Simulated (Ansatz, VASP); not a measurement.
# PbO: VASP beside Ansatz

The input INCAR:

```
  ALGO = Normal
  EDIFF = 1E-8
  ENCUT = 520
  GGA = PE
  GGA_COMPAT = False
  ISIF = 2
  ISMEAR = -1
  LASPH = True
  LCHARG = False
  LEFG = True
  LNONCOLLINEAR = True
  LORBIT = 11
  LORBMOM = True
  LREAL = False
  LSORBIT = True
  LWAVE = False
  MAGMOM = 0 0 0 0 0 0 0 0 0 0 0 0
  NBANDS = 54
  NELM = 150
  PREC = Accurate
  SIGMA = 0.02
```

Contents of KPOINTS:

```
k-points
0
Gamma
  6 6 5
```

File POSCAR:

```
PbO
1.0
    3.9744000000      0.0000000000      0.0000000000
    0.0000000000      3.9744000000      0.0000000000
    0.0000000000      0.0000000000      5.0220000000
Pb O
2 2
Direct
    0.0000000000      0.5000000000      0.2402618821
    0.5000000000      0.0000000000      0.7597381179
    0.0000000000      0.0000000000      0.0000000000
    0.5000000000      0.5000000000      0.0000000000
```

Input for Ansatz:

```yaml
crystal:
  lattice:
    - [3.9744, 0.0, 0.0]
    - [0.0, 3.9744, 0.0]
    - [0.0, 0.0, 5.022]
  atoms:
    - { symbol: Pb, position: [0.0, 0.5, 0.2402618821] }
    - { symbol: Pb, position: [0.5, 0.0, 0.7597381179] }
    - { symbol: O, position: [0.0, 0.0, 0.0] }
    - { symbol: O, position: [0.5, 0.5, 0.0] }
kpoints:
  mp_grid: { grid: [6, 6, 5] }
scf:
  occupations: { method: fermi_dirac, width: 0.02 }
hamiltonian:
  xc: pbe
  pseudopotentials: { kind: paw_fr }
output:
  forces: true
  stress: true
  populations: true
  efg: { quadrupole_moments_barn: { O: -0.02558 }, contact_densities: true }
magnetization:
  noncollinear: true
  spin_orbit: true
```

Alike in both runs: task electric field gradients; functional PBE; k mesh 6 × 6 × 5; occupations fermi-dirac, width 0.02 eV; non-collinear spin, spin-orbit coupling.

|  | VASP | Ansatz |
| --- | --- | --- |
| version | VASP 6.6.1 | Ansatz 0.2.0 |
| potentials or method | VASP PAW PBE potentials, release 64 (Pb_d, O) | plane-wave PAW |
| plane-wave cutoff (eV) | 520 | 420 |
| valence electrons in the cell | 40 | 40 |

```tsv
	VASP	Ansatz	Ansatz less VASP
pressure (GPa)	3.4	3.2	-0.16
traceless stress, the component that is largest in VASP (GPa)	-0.86	-0.74	+0.118
rms of the force components (eV/Å)	0.032	0.019	-0.0129
size of Vzz on the site where it differs most (V/Å²)	247.5	246.8	-0.68
```

Atom by atom the forces differ by 0.013 eV/Å (rms over components).
